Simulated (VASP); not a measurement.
Set up this calculation in VASP 6.6.1, as the native input.

```
Task                   : single point
Functional             : PBE
Potentials or basis    : VASP PAW PBE potentials, release 64 (Ba_sv, Fe, Se, O)
Cutoff                 : 600 eV
k mesh                 : 4 × 2 × 4
Occupations            : gaussian, width 0.05 eV
Spin                   : collinear spin, ferromagnetic start
Starting moments       : [0.01, 0.01, 3.51, 3.51, 3.51, 3.51, 0.08, 0.08, 0.08, 0.08, 0.16, 0.16] μB
Hubbard terms          : Fe d U = 4.0 eV
Dipole correction      : no
Further INCAR settings : ALGO = Normal; EDIFF = 1e-06; NBANDS = 60
```

The structure of BaFe2Se2O lies in POSCAR:

```
BaFe2Se2O
1.0
    4.2401565367      0.0000000000      0.0000000000
    0.0000000000     10.1182921158      0.0000000000
    0.0000000000      0.0000000000      6.8611121762
Ba Fe Se O
2 4 4 2
Direct
    0.5004581452      0.0000000000      0.4915935141
    0.0004581452      0.5000000000      0.5084064859
    0.4988263406      0.3369061391      0.1279313438
   -0.0011736594      0.8369061391      0.8720686562
    0.4988263406      0.6630938609      0.1279313438
   -0.0011736594      0.1630938609      0.8720686562
    0.5002105635      0.7064888008      0.7606944294
    0.5002105635      0.2935111992      0.7606944294
    0.0002105635      0.2064888008      0.2393055706
    0.0002105635      0.7935111992      0.2393055706
    0.5014680468      0.5000000000      0.2745647894
    0.0014680468      0.0000000000      0.7254352106
```

One way to write it, as run:

INCAR

```
SYSTEM = BaFe2Se2O
  PREC = Accurate
  ENCUT = 600
  EDIFF = 1E-6
  ISMEAR = 0
  SIGMA = 0.05
  LREAL = .FALSE.
  LASPH = .TRUE.
  NELM = 200
  ALGO = Normal
  ISIF = 2
  LWAVE = .FALSE.
  LCHARG = .TRUE.
  ISPIN = 2
  MAGMOM = 0.01 0.01 3.51 3.51 3.51 3.51 0.08 0.08 0.08 0.08 0.16 0.16
  LORBIT = 11
  LMAXMIX = 4
  LDAU = .TRUE.
  LDAUTYPE = 2
  LDAUL = -1 2 -1 -1
  LDAUU = 0 4 0 0
  LDAUJ = 0 0 0 0
  LDAUPRINT = 1
  GGA = PE
  LVHAR = .TRUE.
  NBANDS = 60
  GGA_COMPAT = .FALSE.
  KPAR = 4
```

KPOINTS

```
regular mesh
0
G
  4 2 4
  0 0 0
```

Potentials or basis: VASP PAW PBE potentials, release 64 (Ba_sv, Fe, Se, O).

Run with:

```bash
$ cat potpaw_PBE.64/Ba_sv/POTCAR potpaw_PBE.64/Fe/POTCAR potpaw_PBE.64/Se/POTCAR potpaw_PBE.64/O/POTCAR > POTCAR
$ mpirun -np 4 vasp_std > vasp.out
```

It gave:

* Pressure: 0.1 GPa
* Largest force: 0.496 eV/Å
* Band gap on the k mesh: 1.00 eV
* Net moment: 16.00 μB per cell
* Site moments: Ba +0.02; Fe +3.68; Se +0.07; O +0.14 μB
* Valence electrons inside the program's atomic spheres: Ba 7.88; Fe 6.75; Se 3.89; O 5.01

Caveat: spin-orbit coupling is left out, which moves the levels of the heavy elements; the run started ferromagnetic, and an antiferromagnetic order may lie lower in energy.

It took 11 min on 4 MPI ranks on Intel(R) Xeon(R) Platinum 8488C (Sapphire Rapids), on a shared host, peak memory 0.95 GiB a rank.
